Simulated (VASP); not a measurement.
# TiO2 (P4_2/mnm) in VASP: notebook

TiO2 is run at these levels: RPBE, BLYP, PBE+D3(BJ); tasks: single point.

Program: VASP 6.6.1. These are calculated values, not measurements. Logs are shortened: lines on timing, memory, paths and dates and some standing lists are left out, and cuts for length are marked.

## (1) The cell of the first run

Symmetry: P4_2/mnm, No. 136, tetragonal system. The conventional cell has a = 4.600 Å, b = 4.600 Å, c = 2.959 Å, α = 90.00°, β = 90.00°, γ = 90.00°. Within 2.6 Å of Ti (site symmetry mmm) lie 6 O at 1.95 to 1.98 Å. O (site symmetry m2m) has 3 Ti at 1.95 to 1.98 Å and 1 O at 2.55 Å within 2.6 Å.

## (2) Single point, RPBE

File INCAR:

```
SYSTEM = TiO2
  ALGO = Normal
  EDIFF = 1E-7
  ENCUT = 520
  GGA = RP
  ISIF = 2
  ISMEAR = -1
  LASPH = .TRUE.
  LCHARG = .FALSE.
  LREAL = .FALSE.
  LWAVE = .FALSE.
  NBANDS = 33
  NELM = 80
  PREC = Accurate
  SIGMA = 0.05
```

File KPOINTS:

```
k-points
0
G
  6 6 9
  0 0 0
```

File POSCAR:

```
TiO2
1.0
    4.5998373239      0.0000000000      0.0000000000
    0.0000000000      4.5998373239      0.0000000000
    0.0000000000      0.0000000000      2.9592135600
Ti O
2 4
Direct
    0.0000000000      0.0000000000      0.5000000000
    0.5000000000      0.5000000000      0.0000000000
    0.3043213200      0.3043213200      0.5000000000
    0.1956786800      0.8043213200      0.0000000000
    0.8043213200      0.1956786800      0.0000000000
    0.6956786800      0.6956786800      0.5000000000
```

Potentials or basis: VASP PAW PBE potentials, release 64 (Ti_sv, O).

Launch:

```
> cat potpaw_PBE.64/Ti_sv/POTCAR potpaw_PBE.64/O/POTCAR > POTCAR
> mpirun -np 1 vasp_std > vasp.out
```

OUTCAR:

```text
SYSTEM = TiO2
   EDIFF = 1E-7
   ENCUT = 520
   GGA = RP
   ISIF = 2
   ISMEAR = -1
   LASPH = .TRUE.
   LREAL = .FALSE.
   NELM = 80
   PREC = Accurate

 ion  position               nearest neighbor table
   1  0.000  0.000  0.500-   4 1.95   5 1.95   4 1.95   5 1.95   3 1.98   6 1.98
   2  0.500  0.500  0.000-   3 1.95   6 1.95   3 1.95   6 1.95   5 1.98   4 1.98
   3  0.304  0.304  0.500-   2 1.95   2 1.95   1 1.98
   4  0.196  0.804  0.000-   1 1.95   1 1.95   2 1.98
   5  0.804  0.196  0.000-   1 1.95   1 1.95   2 1.98
   6  0.696  0.696  0.500-   2 1.95   2 1.95   1 1.98

  LATTYP: Found a simple tetragonal cell.
 ALAT       =     4.5998373239
 C/A-ratio  =     0.6433300466

  Lattice vectors:

 A1 = (   4.5998373239,   0.0000000000,   0.0000000000)
 A2 = (   0.0000000000,   4.5998373239,   0.0000000000)
 A3 = (   0.0000000000,   0.0000000000,   2.9592135600)

Analysis of symmetry for initial positions (statically):
=====================================================================
 Subroutine PRICEL returns:
 Original cell was already a primitive cell.

 Routine SETGRP: Setting up the symmetry group for a
 simple tetragonal supercell.

 Subroutine GETGRP returns: Found 16 space group operations
 (whereof  8 operations were pure point group operations)
 out of a pool of 16 trial point group operations.

The static configuration has the point symmetry D_2h.
 The point group associated with its full space group is D_4h.

Analysis of symmetry for dynamics (positions and initial velocities):
=====================================================================
 Subroutine PRICEL returns:
 Original cell was already a primitive cell.

 Routine SETGRP: Setting up the symmetry group for a
 simple tetragonal supercell.

 Subroutine GETGRP returns: Found 16 space group operations
 (whereof  8 operations were pure point group operations)
 out of a pool of 16 trial point group operations.

The dynamic configuration has the point symmetry D_2h.
 The point group associated with its full space group is D_4h.

 Subroutine INISYM returns: Found 16 space group operations
 (whereof  8 operations are pure point group operations),
 and found     1 'primitive' translations

----------------------------------------------------------------------------------------

                                     Primitive cell

  volume of cell :      62.6125

  direct lattice vectors                    reciprocal lattice vectors
[... 93 lines left out ...]
   ENCUT  =  520.0 eV  38.22 Ry    6.18 a.u.   8.55  8.55  5.50*2*pi/ulx,y,z
   NELM   =     80;   NELMIN=  2; NELMDL= -5     # of ELM steps
   EDIFF  = 0.1E-06   stopping-criterion for ELM
   LREAL  =      F    real-space projection
   EDIFFG = 0.1E-05   stopping-criterion for IOM
   NSW    =      0    number of steps for IOM
   IBRION =     -1    ionic relax: 0-MD 1-quasi-New 2-CG
   NFREE  =      0    steps in history (QN), initial steepest desc. (CG)
   ISIF   =      2    stress and relaxation
   ISYM   =      2    0-nonsym 1-usesym 2-fastsym
   POTIM  = 0.5000    time-step for ionic-motion
   TEBEG  =    0.0;   TEEND  =   0.0 temperature during run
   PSTRESS=    0.0 pullay stress
   NELECT =      48.0000    total number of electrons
   NUPDOWN=      -1.0000    fix difference up-down
   EMIN   =  10.00;   EMAX   =-10.00  energy-range for DOS
   EFERMI =   0.00;   METHOD = LEGACY
   ISMEAR =    -1;   SIGMA  =   0.05  broadening in eV -4-tet -1-fermi 0-gaus
   EFERMI_NEDOS =   21; number of points for ismear=-14 and -15
   IALGO  =     38    algorithm
   IMIX   =      4    mixing-type and parameters
     AMIX     =   0.40;   BMIX     =  1.00
     AMIX_MAG =   1.60;   BMIX_MAG =  1.00
  volume/ion in A,a.u.               =      10.44        70.42
  Fermi-wavevector in a.u.,A,eV,Ry     =   1.498309  2.831394 30.544140  2.244931
  Thomas-Fermi vector in A             =   2.610085
   LORBIT       =      0    0 simple, 1 ext, 2 COOP (PROOUT), +10 PAW based schemes
   GGA     = RP    functional components
   LHFCALC =     F    Hartree Fock is set to
   AEXX    =    0.0000 exact exchange contribution
   IVDW    =     0    specifies the selected vdW correction
   LEPSILON=     F    determine dielectric tensor
   LRPA    =     F    only Hartree local field effects (RPA)
 non-spin polarized calculation
  energy-cutoff  :      520.00
  volume of cell :       62.61
 maximum number of plane-waves:      1720
 NGX is ok and might be reduce to    36
   NGX = 17   NGY = 17   NGZ = 11

 number of electron      48.0000021 magnetization

 Free energy of the ion-electron system (eV)
  ---------------------------------------------------
  ext. energy  EPLUGINS =         0.00000000
  ---------------------------------------------------
  free energy    TOTEN  =       -51.11984769 eV

  energy without entropy =      -51.11984769  energy(sigma->0) =      -51.11984769

 E-fermi :   5.8817     XC(G=0): -11.1323

 val. band max:        4.9736674464   @ k =   0.0000   0.0000   0.0000
 cond. band min:       6.8486638353   @ k =   0.0000   0.0000   0.0000
 fundamental gap:      1.8749963889
 Fermi energy:         5.8816661635

 k-point     1 :       0.0000    0.0000    0.0000
  band No.  band energies     occupation
      1     -52.1163      2.00000
      2     -52.0997      2.00000
      3     -28.3485      2.00000
      4     -28.3485      2.00000
      5     -28.1860      2.00000
      6     -28.1860      2.00000
[... 853 lines left out ...]
     32      10.1657      0.00000
     33      11.4988      0.00000

 [... further k-points ...]
[... 5 lines left out ...]
  --------------------------------------------------------------------------------------
  -------------------------------------------------------------------------------------
  Total        3.8907333      3.8907333      3.8955354     -0.0000000      0.0000000      0.0000000
  in kB       99.5590605     99.5590605     99.6819415     -0.0000000      0.0000000      0.0000000
  external PRESSURE =      99.6000208 kB  Pullay stress =       0.0000000 kB

 VOLUME and BASIS-vectors are now :
 -----------------------------------------------------------------------------
  energy-cutoff  :      520.00
  volume of cell :       62.61
      direct lattice vectors                 reciprocal lattice vectors
     4.599837324  0.000000000  0.000000000     0.217398993  0.000000000  0.000000000
     0.000000000  4.599837324  0.000000000     0.000000000  0.217398993  0.000000000
     0.000000000  0.000000000  2.959213560     0.000000000  0.000000000  0.337927622

 POSITION                                       TOTAL-FORCE (eV/Angst)
 -----------------------------------------------------------------------------------
      0.00000      0.00000      1.47961         0.000000      0.000000      0.000000
      2.29992      2.29992      0.00000         0.000000      0.000000      0.000000
      1.39983      1.39983      1.47961        -0.035586     -0.035586     -0.000000
      0.90009      3.69975      0.00000         0.035586     -0.035586      0.000000
      3.69975      0.90009      0.00000        -0.035586      0.035586      0.000000
      3.20001      3.20001      1.47961         0.035586      0.035586      0.000000
 -----------------------------------------------------------------------------------
    total drift:                                0.000000      0.000000      0.000000

  FREE ENERGIE OF THE ION-ELECTRON SYSTEM (eV)
  ---------------------------------------------------
  free  energy   TOTEN  =       -51.1198476876 eV

  energy  without entropy=      -51.1198476872  energy(sigma->0) =      -51.11984769
```

OSZICAR:

```text
N       E                     dE             d eps       ncg     rms          rms(c)
DAV:   1     0.669125722513E+03    0.66913E+03   -0.24472E+04  3316   0.174E+03
DAV:   2     0.346112823601E+02   -0.63451E+03   -0.58911E+03  3530   0.524E+02
DAV:   3    -0.625651342045E+02   -0.97176E+02   -0.95376E+02  4566   0.192E+02
[... 11 lines left out ...]
DAV:  15    -0.511198473282E+02    0.25305E-04   -0.10695E-04  4342   0.102E-01    0.872E-03
DAV:  16    -0.511198477048E+02   -0.37654E-06   -0.10765E-05  4023   0.289E-02    0.388E-03
DAV:  17    -0.511198478539E+02   -0.14917E-06   -0.64392E-07  4085   0.764E-03    0.229E-03
DAV:  18    -0.511198477014E+02    0.15258E-06   -0.46822E-07  3075   0.417E-03    0.495E-04
DAV:  19    -0.511198476876E+02    0.13801E-07   -0.25305E-08  1944   0.132E-03
   1 F= -.51119848E+02 E0= -.51119848E+02  d E =-.388767E-09
```

It took 50 s on 1 thread of Intel Xeon 6975P-C (Granite Rapids), shared host; peak memory 0.22 GiB.

What came out:

* Free energy: -51.1198 eV
* Pressure: 10.0 GPa
* Largest force: 0.050 eV/Å
* Band gap on the k mesh: 1.88 eV, direct

Forces on the atoms (eV/Å):
```
Ti   0.000  0.000  0.000
Ti   0.000  0.000  0.000
O   -0.036 -0.036  0.000
O    0.036 -0.036  0.000
O   -0.036  0.036  0.000
O    0.036  0.036  0.000
```

Caveat: the PAW data sets were made with another functional, which shifts forces and pressure a little. A k mesh can miss the band edges.

## (3) Single point, BLYP

File INCAR:

```
SYSTEM = TiO2
PREC = Accurate ; ENCUT = 520
EDIFF = 1E-7 ; ISMEAR = -1
SIGMA = 0.05 ; LREAL = .FALSE.
LASPH = .TRUE. ; NELM = 80
ALGO = Normal ; ISIF = 2
LWAVE = .FALSE. ; LCHARG = .FALSE.
GGA = B5 ; ALDAX = 1.0
AGGAX = 1.0 ; AGGAC = 1.0
ALDAC = 0.0 ; NBANDS = 33
```

File KPOINTS:

```
regular mesh
0
G
  6 6 9
  0 0 0
```

POSCAR is that of step 2.

Potentials or basis: VASP PAW PBE potentials, release 64 (Ti_sv, O).

Launch:

```
> cat potpaw_PBE.64/Ti_sv/POTCAR potpaw_PBE.64/O/POTCAR > POTCAR
> mpirun -np 1 vasp_std > vasp.out
```

OUTCAR:

```text
SYSTEM = TiO2
   PREC = Accurate
   ENCUT = 520
   EDIFF = 1E-7
   ISMEAR = -1
   LREAL = .FALSE.
   LASPH = .TRUE.
   NELM = 80
   ISIF = 2
   GGA = B5

 ion  position               nearest neighbor table
   1  0.000  0.000  0.500-   4 1.95   5 1.95   4 1.95   5 1.95   3 1.98   6 1.98
   2  0.500  0.500  0.000-   3 1.95   6 1.95   3 1.95   6 1.95   5 1.98   4 1.98
   3  0.304  0.304  0.500-   2 1.95   2 1.95   1 1.98
   4  0.196  0.804  0.000-   1 1.95   1 1.95   2 1.98
   5  0.804  0.196  0.000-   1 1.95   1 1.95   2 1.98
   6  0.696  0.696  0.500-   2 1.95   2 1.95   1 1.98
[... 1073 lines left out ...]
  -------------------------------------------------------------------------------------
  Total        4.1848184      4.1848184      4.4594924     -0.0000000      0.0000000      0.0000000
  in kB      107.0843364    107.0843364    114.1129049     -0.0000000      0.0000000      0.0000000
  external PRESSURE =     109.4271926 kB  Pullay stress =       0.0000000 kB

 VOLUME and BASIS-vectors are now :
 -----------------------------------------------------------------------------
  energy-cutoff  :      520.00
  volume of cell :       62.61
      direct lattice vectors                 reciprocal lattice vectors
     4.599837324  0.000000000  0.000000000     0.217398993  0.000000000  0.000000000
     0.000000000  4.599837324  0.000000000     0.000000000  0.217398993  0.000000000
     0.000000000  0.000000000  2.959213560     0.000000000  0.000000000  0.337927622

 POSITION                                       TOTAL-FORCE (eV/Angst)
 -----------------------------------------------------------------------------------
      0.00000      0.00000      1.47961         0.000000      0.000000     -0.000000
      2.29992      2.29992      0.00000         0.000000      0.000000     -0.000000
      1.39983      1.39983      1.47961        -0.071625     -0.071625      0.000000
      0.90009      3.69975      0.00000         0.071625     -0.071625     -0.000000
      3.69975      0.90009      0.00000        -0.071625      0.071625     -0.000000
      3.20001      3.20001      1.47961         0.071625      0.071625     -0.000000
 -----------------------------------------------------------------------------------
    total drift:                                0.000000      0.000000      0.000000

  FREE ENERGIE OF THE ION-ELECTRON SYSTEM (eV)
  ---------------------------------------------------
  free  energy   TOTEN  =       -51.4345810366 eV

  energy  without entropy=      -51.4345810360  energy(sigma->0) =      -51.43458104
```

OSZICAR:

```text
N       E                     dE             d eps       ncg     rms          rms(c)
DAV:   1     0.670426893050E+03    0.67043E+03   -0.24544E+04  3316   0.174E+03
DAV:   2     0.325955988322E+02   -0.63783E+03   -0.59106E+03  3556   0.524E+02
DAV:   3    -0.644979474872E+02   -0.97094E+02   -0.95338E+02  4501   0.193E+02
DAV:   4    -0.702256056606E+02   -0.57277E+01   -0.57163E+01  4888   0.443E+01
DAV:   5    -0.704694628251E+02   -0.24386E+00   -0.24383E+00  4322   0.713E+00    0.320E+01
DAV:   6    -0.520325671247E+02    0.18437E+02   -0.83538E+01  4308   0.913E+01    0.120E+01
DAV:   7    -0.518138965780E+02    0.21867E+00   -0.14796E+01  4003   0.361E+01    0.943E+00
DAV:   8    -0.517364370559E+02    0.77460E-01   -0.56640E-01  4101   0.503E+00    0.817E+00
DAV:   9    -0.518345988486E+02   -0.98162E-01   -0.24698E+00  4162   0.174E+01    0.559E+00
DAV:  10    -0.514330937082E+02    0.40151E+00   -0.13196E+00  4080   0.112E+01    0.472E-01
DAV:  11    -0.514350400110E+02   -0.19463E-02   -0.51317E-02  3729   0.175E+00    0.282E-01
DAV:  12    -0.514347025106E+02    0.33750E-03   -0.29824E-03  4119   0.357E-01    0.100E-01
DAV:  13    -0.514345953336E+02    0.10718E-03   -0.40112E-04  4517   0.161E-01    0.402E-02
DAV:  14    -0.514345958036E+02   -0.46997E-06   -0.46043E-05  3841   0.733E-02    0.332E-02
DAV:  15    -0.514345827940E+02    0.13010E-04   -0.22682E-05  4539   0.354E-02    0.130E-02
DAV:  16    -0.514345827004E+02    0.93602E-07   -0.21011E-06  3667   0.103E-02    0.107E-02
DAV:  17    -0.514345809987E+02    0.17017E-05   -0.56963E-06  4285   0.186E-02    0.924E-04
DAV:  18    -0.514345810366E+02   -0.37896E-07   -0.37096E-07  2927   0.454E-03
   1 F= -.51434581E+02 E0= -.51434581E+02  d E =-.595325E-09
```

stdout:

```text
POSCAR found type information on POSCAR TiO
 POSCAR found :  2 types and       6 ions
 scaLAPACK will be used
 -----------------------------------------------------------------------------
|                                                                             |
|                                                                             |
|     You enforced a specific xc type in the INCAR file but a different       |
|     I HOPE YOU KNOW WHAT YOU ARE DOING!                                     |
|                                                                             |
 -----------------------------------------------------------------------------

 LDA part: xc-table for (Slater(with rela. corr.)+VWN5), standard interpolation
 POSCAR, INCAR and KPOINTS ok, starting setup
 FFT: planning ... GRIDC
 FFT: planning ... GRID_SOFT
 FFT: planning ... GRID
 WAVECAR not read
 entering main loop
```

Run time: 60 s. Hardware: 1 thread of Intel Xeon 6975P-C (Granite Rapids), shared host; peak memory 0.22 GiB.

What came out:

- Free energy: -51.4346 eV
- Pressure: 10.9 GPa
- Largest force: 0.101 eV/Å
- Band gap on the k mesh: 1.83 eV, direct

Forces on the atoms (eV/Å):
```
Ti   0.000  0.000  0.000
Ti   0.000  0.000  0.000
O   -0.072 -0.072  0.000
O    0.072 -0.072  0.000
O   -0.072  0.072  0.000
O    0.072  0.072  0.000
```

Levels at points of the mesh, in eV from the valence-band top:
```tsv
k point	band 20	band 21	band 22	band 23	band 24	band 25	band 26	band 27	band 28	band 29
(0.00, 0.00, 0.00)	-1.96	-0.71	-0.46	-0.46	0.00	1.83	2.13	2.35	2.45	2.45
(0.50, 0.00, 0.00)	-3.03	-1.63	-1.63	-0.73	-0.73	2.49	2.49	2.97	2.97	3.50
(0.50, 0.50, 0.00)	-2.17	-1.30	-1.30	-1.07	-1.07	1.87	1.87	2.47	2.47	3.76
```

Caveat: the PAW data sets were made with another functional, which shifts forces and pressure a little. A k mesh can miss the band edges.

(Part 1 of 2 ends here.)
